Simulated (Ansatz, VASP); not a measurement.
**CuI in VASP and in Ansatz**

```
Cu I
1.0
     0.00000    3.05692    3.05692
     3.05692    0.00000    3.05692
     3.05692    3.05692    0.00000
Cu I
1 1
Direct
  0.75000 0.75000 0.75000
  0.00000 0.00000 0.00000
```

Alike in both runs: task single point; functional PBE; k mesh 6 × 6 × 6; occupations gaussian, width 0.05 eV; no spin polarisation.

|  | VASP | Ansatz |
| --- | --- | --- |
| version | VASP 6.6.1 | Ansatz 0.2.0 |
| potentials or method | VASP PAW PBE potentials, release 64 (Cu, I), cutoff 600 eV | scalar-relativistic, plane waves, PAW |
| valence electrons in the cell | 18 | 36 |

```tsv
	VASP	Ansatz	Ansatz less VASP
gap on the k mesh at the Fermi level (eV)	1.08	1.06	-0.021
least direct gap on the mesh (eV)	1.08	1.06	-0.021
pressure (GPa)	-0.5	-0.6	-0.17
```

VASP's potentials hold 18 valence electrons a cell and Ansatz's 36, so a difference there can come from the potentials and not from the codes.

Neither program's run includes spin-orbit coupling.
